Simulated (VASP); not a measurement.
# PbS (P-6m2) in VASP: further runs, part 2 of 2

VASP 6.6.1.

## (4) Single point, PBEsol

This run uses another cell than the first one, of 28.26 Å³/atom, 1.030 times its volume.

File INCAR:

```
SYSTEM = PbS
  PREC = Accurate
  ENCUT = 500
  EDIFF = 1E-6
  ISMEAR = 0
  SIGMA = 0.02
  LREAL = .False.
  LASPH = .True.
  NELM = 120
  ALGO = Normal
  ISIF = 2
  LWAVE = .False.
  LCHARG = .False.
  GGA = PS
  NBANDS = 17
  GGA_COMPAT = .False.
```

File KPOINTS:

```
regular mesh
0
Gamma
  6 6 6
  0 0 0
```

File POSCAR:

```
PbS
1.0
    4.0897000000      0.0000000000      0.0000000000
   -2.0448500000      3.5417800000      0.0000000000
    0.0000000000      0.0000000000      3.9018151000
Pb S
1 1
Direct
    0.0000000000      0.0000000000      0.0000000000
    0.6666666667      0.3333333333      0.5000000000
```

Potentials or basis: VASP PAW PBE potentials, release 64 (Pb_d, S).

On the command line:

```
cat potpaw_PBE.64/Pb_d/POTCAR potpaw_PBE.64/S/POTCAR > POTCAR
mpirun -np 1 vasp_std > vasp.out
```

OUTCAR:

```text
SYSTEM = PbS
   PREC = Accurate
   ENCUT = 500
   EDIFF = 1E-6
   ISMEAR = 0
   LREAL = .False.
   LASPH = .True.
   NELM = 120
   ISIF = 2
   GGA = PS

 ion  position               nearest neighbor table
   1  0.000  0.000  0.000-   2 3.06   2 3.06   2 3.06   2 3.06   2 3.06   2 3.06
   2  0.667  0.333  0.500-   1 3.06   1 3.06   1 3.06   1 3.06   1 3.06   1 3.06

  LATTYP: Found a hexagonal cell.
 ALAT       =     4.0897000000
 C/A-ratio  =     0.9540590019

  Lattice vectors:

 A1 = (   4.0897000000,   0.0000000000,   0.0000000000)
 A2 = (  -2.0448500000,   3.5417800000,   0.0000000000)
 A3 = (   0.0000000000,   0.0000000000,   3.9018151000)

Analysis of symmetry for initial positions (statically):
=====================================================================
 Subroutine PRICEL returns:
 Original cell was already a primitive cell.

 Routine SETGRP: Setting up the symmetry group for a
 hexagonal supercell.

 Subroutine GETGRP returns: Found 12 space group operations
 (whereof 12 operations were pure point group operations)
 out of a pool of 24 trial point group operations.

The static configuration has the point symmetry D_3h.

Analysis of symmetry for dynamics (positions and initial velocities):
=====================================================================
 Subroutine PRICEL returns:
 Original cell was already a primitive cell.

 Routine SETGRP: Setting up the symmetry group for a
 hexagonal supercell.

 Subroutine GETGRP returns: Found 12 space group operations
 (whereof 12 operations were pure point group operations)
 out of a pool of 24 trial point group operations.

The dynamic configuration has the point symmetry D_3h.

 Subroutine INISYM returns: Found 12 space group operations
 (whereof 12 operations are pure point group operations),
 and found     1 'primitive' translations

----------------------------------------------------------------------------------------

[... 112 lines left out ...]
     AMIX_MAG =   1.60;   BMIX_MAG =  1.00
  volume/ion in A,a.u.               =      28.26       190.70
  Fermi-wavevector in a.u.,A,eV,Ry     =   1.157955  2.188217 18.243497  1.340859
  Thomas-Fermi vector in A             =   2.294561
   LORBIT       =      0    0 simple, 1 ext, 2 COOP (PROOUT), +10 PAW based schemes
   GGA     = PS    functional components
   LHFCALC =     F    Hartree Fock is set to
   AEXX    =    0.0000 exact exchange contribution
   IVDW    =     0    specifies the selected vdW correction
   LEPSILON=     F    determine dielectric tensor
   LRPA    =     F    only Hartree local field effects (RPA)
 non-spin polarized calculation
 Gauss-broadening in eV      SIGMA  =   0.02
  energy-cutoff  :      500.00
  volume of cell :       56.52
 maximum number of plane-waves:      1461
 NGX is ok and might be reduce to    30
   NGX = 15   NGY = 15   NGZ = 15

 number of electron      19.9999996 magnetization

 Free energy of the ion-electron system (eV)
  ---------------------------------------------------
  ext. energy  EPLUGINS =         0.00000000
  ---------------------------------------------------
  free energy    TOTEN  =        -9.14127439 eV

  energy without entropy =       -9.14113155  energy(sigma->0) =       -9.14120297

 E-fermi :   4.7481     XC(G=0):  -9.5158

 val. band max:        4.3247569736   @ k =   0.3333   0.3333   0.5000
 cond. band min:       4.7540148730   @ k =   0.0000   0.0000   0.5000
 fundamental gap:      0.4292578994
 Fermi energy:         4.7480819799

 k-point     1 :       0.0000    0.0000    0.0000
  band No.  band energies     occupation
      1     -12.0810      2.00000
      2     -12.0810      2.00000
      3     -12.0769      2.00000
      4     -11.9793      2.00000
      5     -11.9792      2.00000
      6      -8.2083      2.00000
[... 457 lines left out ...]
      4     -12.0217      2.00000
      5     -11.9548      2.00000
      6      -6.7574      2.00000
[... 9 lines left out ...]
     16      15.3671      0.00000
     17      16.9605      0.00000

 [... further k-points ...]

------------------------ aborting loop because EDIFF is reached ----------------------------------------

  FORCE on cell =-STRESS in cart. coord.  units (eV):
  Direction    XX          YY          ZZ          XY          YZ          ZX
  --------------------------------------------------------------------------------------
  -------------------------------------------------------------------------------------
  Total       -1.2959442     -1.2959412     -2.2477283      0.0000000     -0.0000000      0.0000000
  in kB      -36.7381388    -36.7380538    -63.7198393      0.0000000     -0.0000000      0.0000000
  external PRESSURE =     -45.7320106 kB  Pullay stress =       0.0000000 kB

 VOLUME and BASIS-vectors are now :
 -----------------------------------------------------------------------------
  energy-cutoff  :      500.00
  volume of cell :       56.52
      direct lattice vectors                 reciprocal lattice vectors
     4.089700000  0.000000000  0.000000000     0.244516713  0.141171953  0.000000000
    -2.044850000  3.541780000  0.000000000     0.000000000  0.282343906  0.000000000
     0.000000000  0.000000000  3.901815100     0.000000000  0.000000000  0.256290976

 POSITION                                       TOTAL-FORCE (eV/Angst)
 -----------------------------------------------------------------------------------
      0.00000      0.00000      0.00000         0.000000      0.000000      0.000000
      2.04485      1.18059      1.95091        -0.000000     -0.000000      0.000000
 -----------------------------------------------------------------------------------
    total drift:                               -0.000000     -0.000001      0.000000

  FREE ENERGIE OF THE ION-ELECTRON SYSTEM (eV)
  ---------------------------------------------------
  free  energy   TOTEN  =        -9.1412743851 eV

  energy  without entropy=       -9.1411315542  energy(sigma->0) =       -9.14120297
```

It took 16 s on 1 thread of Intel Xeon Platinum 8488C (Sapphire Rapids), shared host; peak memory 0.17 GiB.

Results:

| Item | Value |
| --- | --- |
| Free energy | -9.1413 eV |
| Pressure | -4.6 GPa |
| Band gap on the k mesh | zero (band 10 reaches 4.75 eV, above the bottom of band 11 at 4.32 eV) |

Caveat: the PAW data sets were made with another functional, which shifts forces and pressure a little; spin-orbit coupling is left out, which moves the levels of the heavy elements.

## (5) Overview

| cell | gap on the mesh (eV) | pressure (GPa) |
| --- | --- | --- |
| a = 4.090, b = 4.090, c = 3.788 Å, angles 90.0, 90.0, 120.0°, 2 atoms | none | -3.0 |
| a = 4.090, b = 4.090, c = 3.845 Å, angles 90.0, 90.0, 120.0°, 2 atoms | none | -3.8 |
| a = 4.090, b = 4.090, c = 3.902 Å, angles 90.0, 90.0, 120.0°, 2 atoms | none | -4.6 |

Alike in all rows: task single point; level PBEsol; potentials or basis VASP PAW PBE potentials, release 64 (Pb_d, S); no spin polarisation; k mesh 6 × 6 × 6; cutoff (eV) 500; smearing gaussian 0.02 eV.

Caveats: the PAW data sets were made with another functional, which shifts forces and pressure a little; spin-orbit coupling is left out, which moves the levels of the heavy elements.

Absolute energies hang on the potentials; compare differences alone.
